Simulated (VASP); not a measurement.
# Sc5Al in VASP: further runs, part 3 of 3

VASP 6.6.1.

## Step 5: Relaxation of cell and atoms, PBE

This run uses another cell than the first one: it holds 6 atoms, not 12.

The input, INCAR:

```
SYSTEM = Sc5Al
ALGO = Normal
EDIFF = 1E-7
EDIFFG = -0.04
ENCUT = 600
GGA = PE
IBRION = 2
ISIF = 3
ISMEAR = 0
LASPH = .True.
LCHARG = .False.
LREAL = .False.
LWAVE = .False.
NELM = 60
NSW = 90
PREC = Accurate
SIGMA = 0.1
```

The input, KPOINTS:

```
k-points
0
Gamma
  6 6 2
  0 0 0
```

The input, POSCAR:

```
Sc5Al
1.0
    2.9406800300      0.0000000000      0.0000000000
    0.0000000000      2.9406800300      0.0000000000
    0.0000000000      0.0000000000     12.4762487500
Sc Al
5 1
Direct
    0.0000000000      0.0000000000      0.6666666700
    0.5000000000      0.5000000000      0.8333333300
    0.0000000000      0.0000000000      0.0000000000
    0.5000000000      0.5000000000      0.1666666700
    0.0000000000      0.0000000000      0.3333333300
    0.5000000000      0.5000000000      0.5000000000
```

Potentials or basis: VASP PAW PBE potentials, release 64 (Sc_sv, Al).

Launch:

```
> cat potpaw_PBE.64/Sc_sv/POTCAR potpaw_PBE.64/Al/POTCAR > POTCAR
> mpirun -np 1 vasp_std > vasp.out
```

OUTCAR:

```text
SYSTEM = Sc5Al
   EDIFF = 1E-7
   EDIFFG = -0.04
   ENCUT = 600
   GGA = PE
   IBRION = 2
   ISIF = 3
   ISMEAR = 0
   LASPH = .True.
   LREAL = .False.
   NELM = 60
   NSW = 90
   PREC = Accurate

 ion  position               nearest neighbor table
   1  0.000  0.000  0.667-   2 2.94   2 2.94   2 2.94   2 2.94   6 2.94   6 2.94   6 2.94   6 2.94

   2  0.500  0.500  0.833-   1 2.94   1 2.94   1 2.94   1 2.94   3 2.94   3 2.94   3 2.94   3 2.94

   3  0.000  0.000  0.000-   2 2.94   4 2.94   2 2.94   4 2.94   2 2.94   4 2.94   2 2.94   4 2.94

   4  0.500  0.500  0.167-   5 2.94   5 2.94   5 2.94   5 2.94   3 2.94   3 2.94   3 2.94   3 2.94

   5  0.000  0.000  0.333-   4 2.94   4 2.94   4 2.94   4 2.94   6 2.94   6 2.94   6 2.94   6 2.94

   6  0.500  0.500  0.500-   1 2.94   5 2.94   1 2.94   5 2.94   1 2.94   5 2.94   1 2.94   5 2.94

  LATTYP: Found a simple tetragonal cell.
 ALAT       =     2.9406800300
 C/A-ratio  =     4.2426406895

  Lattice vectors:

 A1 = (   2.9406800300,   0.0000000000,   0.0000000000)
 A2 = (   0.0000000000,   2.9406800300,   0.0000000000)
 A3 = (   0.0000000000,   0.0000000000,  12.4762487500)

Analysis of symmetry for initial positions (statically):
=====================================================================
 Subroutine PRICEL returns:
 Original cell was already a primitive cell.

 Routine SETGRP: Setting up the symmetry group for a
 simple tetragonal supercell.

 Subroutine GETGRP returns: Found 16 space group operations
 (whereof 16 operations were pure point group operations)
 out of a pool of 16 trial point group operations.

The static configuration has the point symmetry D_4h.

Analysis of symmetry for dynamics (positions and initial velocities):
=====================================================================
 Subroutine PRICEL returns:
 Original cell was already a primitive cell.

 Routine SETGRP: Setting up the symmetry group for a
 simple tetragonal supercell.

 Subroutine GETGRP returns: Found 16 space group operations
 (whereof 16 operations were pure point group operations)
 out of a pool of 16 trial point group operations.

The dynamic configuration has the point symmetry D_4h.

 Subroutine INISYM returns: Found 16 space group operations
 (whereof 16 operations are pure point group operations),
 and found     1 'primitive' translations

----------------------------------------------------------------------------------------

                                     Primitive cell

  volume of cell :     107.8896

  direct lattice vectors                    reciprocal lattice vectors
     2.940680030  0.000000000  0.000000000     0.340057398  0.000000000  0.000000000
     0.000000000  2.940680030  0.000000000     0.000000000  0.340057398  0.000000000
     0.000000000  0.000000000 12.476248750     0.000000000  0.000000000  0.080152297

  length of vectors
     2.940680030  2.940680030 12.476248750     0.340057398  0.340057398  0.080152297

  position of ions in fractional coordinates (direct lattice)
     0.000000000  0.000000000  0.666666670
     0.500000000  0.500000000  0.833333330
     0.000000000  0.000000000  0.000000000
     0.500000000  0.500000000  0.166666670
     0.000000000  0.000000000  0.333333330
     0.500000000  0.500000000  0.500000000

  ion indices of the primitive-cell ions
[... 61 lines left out ...]
   ions per type =               5   1
   NGX,Y,Z   is equivalent  to a cutoff of  13.57, 13.57, 13.32 a.u.
   NGXF,Y,Z  is equivalent  to a cutoff of  27.14, 27.14, 26.65 a.u.
 SYSTEM =  Sc5Al
   PREC   = accura    normal or accurate (medium, high low for compatibility)
   ISTART =      0    job   : 0-new  1-cont  2-samecut
   ICHARG =      2    charge: 1-file 2-atom 10-const
   ISPIN  =      1    spin polarized calculation?
   LNONCOLLINEAR =      F non collinear calculations
   LSORBIT =      F    spin-orbit coupling
   LASPH  =      T    aspherical Exc in radial PAW
   ENCUT  =  600.0 eV  44.10 Ry    6.64 a.u.   5.87  5.87 24.92*2*pi/ulx,y,z
   NELM   =     60;   NELMIN=  2; NELMDL= -5     # of ELM steps
   EDIFF  = 0.1E-06   stopping-criterion for ELM
   LREAL  =      F    real-space projection
   EDIFFG = -.4E-01   stopping-criterion for IOM
   NSW    =     90    number of steps for IOM
   IBRION =      2    ionic relax: 0-MD 1-quasi-New 2-CG
   NFREE  =      1    steps in history (QN), initial steepest desc. (CG)
   ISIF   =      3    stress and relaxation
   ISYM   =      2    0-nonsym 1-usesym 2-fastsym
   POTIM  = 0.5000    time-step for ionic-motion
   TEBEG  =    0.0;   TEEND  =   0.0 temperature during run
   PSTRESS=    0.0 pullay stress
   NELECT =      58.0000    total number of electrons
   NUPDOWN=      -1.0000    fix difference up-down
   EMIN   =  10.00;   EMAX   =-10.00  energy-range for DOS
   EFERMI =   0.00;   METHOD = LEGACY
   ISMEAR =     0;   SIGMA  =   0.10  broadening in eV -4-tet -1-fermi 0-gaus
   EFERMI_NEDOS =   21; number of points for ismear=-14 and -15
   IALGO  =     38    algorithm
   IMIX   =      4    mixing-type and parameters
     AMIX     =   0.40;   BMIX     =  1.00
     AMIX_MAG =   1.60;   BMIX_MAG =  1.00
  volume/ion in A,a.u.               =      17.98       121.35
  Fermi-wavevector in a.u.,A,eV,Ry     =   1.331142  2.515493 24.108685  1.771938
  Thomas-Fermi vector in A             =   2.460175
   LORBIT       =      0    0 simple, 1 ext, 2 COOP (PROOUT), +10 PAW based schemes
   GGA     = PE    functional components
   LHFCALC =     F    Hartree Fock is set to
   AEXX    =    0.0000 exact exchange contribution
   IVDW    =     0    specifies the selected vdW correction
   LEPSILON=     F    determine dielectric tensor
   LRPA    =     F    only Hartree local field effects (RPA)
 conjugate gradient relaxation of ions
 non-spin polarized calculation
 Gauss-broadening in eV      SIGMA  =   0.10
  energy-cutoff  :      600.00
  volume of cell :      107.89
 maximum number of plane-waves:      3640
 NGX is ok and might be reduce to    24

--------------------------------------- Ionic step        1  -------------------------------------------

 number of electron      57.9999988 magnetization

 Free energy of the ion-electron system (eV)
  ---------------------------------------------------
  ext. energy  EPLUGINS =         0.00000000
  ---------------------------------------------------
  free energy    TOTEN  =       -33.81667305 eV

  energy without entropy =      -33.78572448  energy(sigma->0) =      -33.80119876

------------------------ aborting loop because EDIFF is reached ----------------------------------------

  FORCE on cell =-STRESS in cart. coord.  units (eV):
  Direction    XX          YY          ZZ          XY          YZ          ZX
  --------------------------------------------------------------------------------------
  -------------------------------------------------------------------------------------
  Total       14.3858762     14.3858762     13.1745852      0.0000000      0.0000000      0.0000000
  in kB      213.6325043    213.6325043    195.6446439      0.0000000      0.0000000      0.0000000
  external PRESSURE =     207.6365509 kB  Pullay stress =       0.0000000 kB
[... 101 lines left out ...]
  FREE ENERGIE OF THE ION-ELECTRON SYSTEM (eV)
  ---------------------------------------------------
  free  energy   TOTEN  =       -35.5580489506 eV

  energy  without entropy=      -35.5132308246  energy(sigma->0) =      -35.53563989

 E-fermi :   4.3340     XC(G=0): -10.0150

 val. band max:        4.2655322751   @ k =   0.1667   0.0000   0.0000
 cond. band min:       4.3484893019   @ k =   0.5000   0.1667   0.5000
 fundamental gap:      0.0829570268
 Fermi energy:         4.3340172990

 k-point     1 :       0.0000    0.0000    0.0000
  band No.  band energies     occupation
      1     -45.1485      2.00000
      2     -45.1464      2.00000
      3     -45.0129      2.00000
      4     -45.0051      2.00000
      5     -44.8285      2.00000
      6     -23.8581      2.00000
[... 729 lines left out ...]
     33       5.1588      0.00000
     34       5.1588      0.00000

[... ionic steps 4 to 11 ...]

--------------------------------------- Ionic step       12  -------------------------------------------

 number of electron      57.9999990 magnetization

------------------------ aborting loop because EDIFF is reached ----------------------------------------
[... 75 lines left out ...]
--------------------------------------- Ionic step       14  -------------------------------------------

 number of electron      57.9999995 magnetization

 Free energy of the ion-electron system (eV)
  ---------------------------------------------------
  ext. energy  EPLUGINS =         0.00000000
  ---------------------------------------------------
  free energy    TOTEN  =       -35.79390294 eV

  energy without entropy =      -35.75427228  energy(sigma->0) =      -35.77408761

 E-fermi :   4.2380     XC(G=0):  -9.9618

 val. band max:        4.2318734464   @ k =   0.1667   0.1667   0.0000
 cond. band min:       4.2389685563   @ k =   0.5000   0.1667   0.5000
 fundamental gap:      0.0070951098
 Fermi energy:         4.2379544612

 k-point     1 :       0.0000    0.0000    0.0000
  band No.  band energies     occupation
      1     -45.2094      2.00000
      2     -45.2069      2.00000
      3     -45.1545      2.00000
      4     -45.1303      2.00000
      5     -45.1000      2.00000
      6     -23.9498      2.00000
[... 762 lines left out ...]
  FREE ENERGIE OF THE ION-ELECTRON SYSTEM (eV)
  ---------------------------------------------------
  free  energy   TOTEN  =       -35.7939029374 eV

  energy  without entropy=      -35.7542722757  energy(sigma->0) =      -35.77408761

 reached required accuracy - stopping structural energy minimisation
```

OSZICAR:

```text
N       E                     dE             d eps       ncg     rms          rms(c)
DAV:   1     0.122730429394E+04    0.12273E+04   -0.27769E+04  1360   0.208E+03
DAV:   2     0.664025960526E+02   -0.11609E+04   -0.11537E+04  1928   0.860E+02
DAV:   3    -0.302278081641E+02   -0.96630E+02   -0.95180E+02  2196   0.327E+02
[... 178 lines left out ...]
DAV:   5    -0.357940548031E+02   -0.51214E-04   -0.36693E-03  2048   0.551E-01    0.849E-02
DAV:   6    -0.357939005696E+02    0.15423E-03   -0.13642E-03  1892   0.355E-01    0.227E-02
DAV:   7    -0.357939029220E+02   -0.23523E-05   -0.10776E-04  2272   0.931E-02    0.826E-03
DAV:   8    -0.357939029515E+02   -0.29574E-07   -0.88004E-06  2186   0.282E-02    0.243E-03
DAV:   9    -0.357939029374E+02    0.14121E-07   -0.66785E-07  1638   0.920E-03
  14 F= -.35793903E+02 E0= -.35774088E+02  d E =-.108105E-02
```

CONTCAR:

```text
Sc5Al
   1.00000000000000
     3.2598036011262668   -0.0000000000000000   -0.0000000000000000
    -0.0000000000000000    3.2598036011262668   -0.0000000000000000
     0.0000000000000000    0.0000000000000000   13.0104522292054554
  Sc              Al
     5     1
Direct
     0.0000000000000000    0.0000000000000000    0.6434336079209023
     0.5000000000000000    0.5000000000000000    0.8223496895603998
     1.0000000000000000    0.0000000000000000    0.0000000000000000
     0.5000000000000000    0.5000000000000000    0.1776503104396003
     0.0000000000000000    1.0000000000000000    0.3565663920790977
     0.5000000000000000    0.5000000000000000    0.5000000000000000

  0.00000000E+00  0.00000000E+00  0.00000000E+00
  0.00000000E+00  0.00000000E+00  0.00000000E+00
  0.00000000E+00  0.00000000E+00  0.00000000E+00
  0.00000000E+00  0.00000000E+00  0.00000000E+00
  0.00000000E+00  0.00000000E+00  0.00000000E+00
  0.00000000E+00  0.00000000E+00  0.00000000E+00
```

Run time: 10 min. Hardware: 1 thread of AMD EPYC 9R45 (Zen 5), shared host; peak memory 0.24 GiB.

Results:

```yaml
Free_energy: -35.7939 eV
Relaxed_volume: 23.04 Å³/atom
Relaxed_cell: a = 3.260 Å, b = 3.260 Å, c = 13.010 Å, α = 90.00°, β = 90.00°, γ = 90.00°
Space_group_after_relaxing_to_0.1_Å: P4/mmm (No. 123)
Energy_gained_by_relaxing: 329.5 meV/atom
Ionic_steps: 14
Pressure_after_relaxing: -0.1 GPa
Largest_force_after_relaxing: 0.010 eV/Å
Band_gap_on_the_k_mesh: zero (bands 29 and 30 overlap by 0.69 eV)
```

Forces in eV/Å, atoms in the order of the input:
```
Sc   0.000  0.000  0.005
Sc   0.000  0.000  0.010
Sc   0.000  0.000  0.000
Sc   0.000  0.000 -0.010
Sc   0.000  0.000 -0.005
Al   0.000  0.000  0.000
```

Stress tensor (GPa, compression positive):
```
-0.18  0.00  0.00
 0.00 -0.18  0.00
 0.00  0.00  0.10
```

The path:
```csv
step,energy change (eV),largest force (eV/Å),pressure (GPa),volume (Å³)
1,0.0000,1.3736,20.76,107.89
2,-1.6216,0.6254,-3.91,148.52
3,-1.7414,0.7613,-0.26,138.17
4,-1.7413,0.7518,-0.53,138.83
5,-1.8025,0.6186,-0.43,138.48
6,-1.9217,0.2840,0.03,137.41
7,-1.8806,0.6022,1.88,135.08
8,-1.9525,0.2679,0.53,136.59
9,-1.9536,0.2647,0.67,136.39
10,-1.9629,0.1595,-0.86,140.08
11,-1.9645,0.1884,-0.44,139.03
12,-1.9745,0.0751,-0.12,138.30
13,-1.9761,0.0147,0.08,137.87
14,-1.9772,0.0097,-0.08,138.25
```

Final structure:
```cif
data_structure
_symmetry_space_group_name_H-M 'P 1'
_symmetry_Int_Tables_number 1
_cell_length_a 3.2598
_cell_length_b 3.2598
_cell_length_c 13.0105
_cell_angle_alpha 90.000
_cell_angle_beta 90.000
_cell_angle_gamma 90.000
_cell_volume 138.25
loop_
_atom_site_label
_atom_site_type_symbol
_atom_site_fract_x
_atom_site_fract_y
_atom_site_fract_z
_atom_site_occupancy
Sc1 Sc 0.00000 0.00000 0.64343 1
Sc2 Sc 0.50000 0.50000 0.82235 1
Sc3 Sc 0.00000 0.00000 0.00000 1
Sc4 Sc 0.50000 0.50000 0.17765 1
Sc5 Sc 0.00000 0.00000 0.35657 1
Al1 Al 0.50000 0.50000 0.50000 1
```

Caveat: the volume moved by over 15 % at a fixed basis, so the end points are rough.

## Step 6: Single point, PBE

This run uses another cell than the first one: it holds 6 atoms, not 12.

The input, INCAR:

```
SYSTEM = Sc5Al
PREC = Accurate
ENCUT = 520
EDIFF = 1E-6
ISMEAR = 0
SIGMA = 0.1
LREAL = .False.
LASPH = .True.
NELM = 60
ALGO = Fast
ISIF = 2
LWAVE = .False.
LCHARG = .False.
GGA = PE
NBANDS = 38
```

The input, KPOINTS:

```
Automatic mesh
0
Gamma
  12 12 4
  0 0 0
```

The input, POSCAR:

```
Sc5Al
1.0
    3.2518098717      0.0000000000      0.0000000000
    0.0000000000      3.2518098717      0.0000000000
    0.0000000000      0.0000000000     13.0465354508
Sc Al
5 1
Direct
    0.0000000000      0.0000000000      0.6434032611
    0.5000000000      0.5000000000      0.8223780664
    0.0000000000      0.0000000000      0.0000000000
    0.5000000000      0.5000000000      0.1776219336
    0.0000000000      0.0000000000      0.3565967389
    0.5000000000      0.5000000000      0.5000000000
```

Potentials or basis: VASP PAW PBE potentials, release 64 (Sc_sv, Al).

Launch:

```
> cat potpaw_PBE.64/Sc_sv/POTCAR potpaw_PBE.64/Al/POTCAR > POTCAR
> mpirun -np 1 vasp_std > vasp.out
```

It took 6 min on 1 thread of AMD EPYC 9R45 (Zen 5), shared host; peak memory 0.43 GiB.

The run converged. Its results:

```
Free energy            : -35.8056 eV
Pressure               : 0.1 GPa
Largest force          : 0.008 eV/Å
Band gap on the k mesh : zero (bands 29 and 30 overlap by 0.73 eV)
```

Forces in eV/Å, atoms in the order of the input:
```
Sc   0.000  0.000  0.001
Sc   0.000  0.000  0.008
Sc   0.000  0.000  0.000
Sc   0.000  0.000 -0.008
Sc   0.000  0.000 -0.001
Al   0.000  0.000  0.000
```

Levels at points of the mesh, in eV from the Fermi level:
| k point | band 26 | band 27 | band 28 | band 29 | band 30 | band 31 | band 32 | band 33 |
| --- | --- | --- | --- | --- | --- | --- | --- | --- |
| (0.00, 0.00, 0.00) | -1.25 | -0.55 | -0.18 | 0.10 | 0.86 | 1.30 | 1.37 | 1.51 |
| (0.50, 0.00, 0.00) | -1.35 | -0.80 | -0.41 | 0.15 | 0.19 | 0.29 | 0.64 | 0.87 |
| (0.50, 0.50, 0.00) | -1.16 | -0.90 | -0.52 | -0.52 | 0.06 | 0.06 | 0.41 | 0.41 |
| (0.00, 0.00, 0.50) | -1.28 | -0.50 | -0.32 | 0.29 | 0.71 | 1.33 | 1.36 | 1.44 |
| (0.50, 0.00, 0.50) | -1.36 | -0.77 | -0.35 | 0.17 | 0.18 | 0.19 | 0.57 | 0.90 |
| (0.50, 0.50, 0.50) | -1.03 | -1.02 | -0.45 | -0.45 | -0.16 | -0.16 | 0.79 | 0.79 |

## Step 7: The runs side by side

```csv
task,cell,k mesh,cutoff (eV),smearing,gap on the mesh (eV),pressure (GPa),largest force (eV/Å)
single point,"a = 3.249, b = 6.511, c = 13.067 Å, 12 atoms, atomic positions A",6 × 4 × 2,520,gaussian 0.2 eV,none,0.1,0.01
single point,"a = 2.941, b = 2.941, c = 12.476 Å, 6 atoms, atomic positions B",6 × 6 × 2,520,gaussian 0.1 eV,none,20.7,1.37
single point,"a = 3.212, b = 3.212, c = 13.316 Å, 6 atoms, atomic positions C",6 × 6 × 2,520,gaussian 0.1 eV,none,0.2,0.01
relaxation of cell and atoms,"relaxed from a = 2.941, b = 2.941, c = 12.476 Å, 6 atoms, atomic positions B",6 × 6 × 2,600,gaussian 0.1 eV,none,-0.1,0.01
single point,"a = 3.252, b = 3.252, c = 13.047 Å, 6 atoms, atomic positions D",12 × 12 × 4,520,gaussian 0.1 eV,none,0.1,0.01
```

Alike in all rows: level PBE; potentials or basis VASP PAW PBE potentials, release 64 (Sc_sv, Al); no spin polarisation.

Caveats: the cell stands under pressure (at least some runs); forces of over 1 eV/Å act on the atoms, so gaps and moduli don't describe the material at rest (at least some runs); the volume moved by over 15 % at a fixed basis, so the end points are rough (at least some runs).

Absolute energies hang on the potentials; compare differences alone.
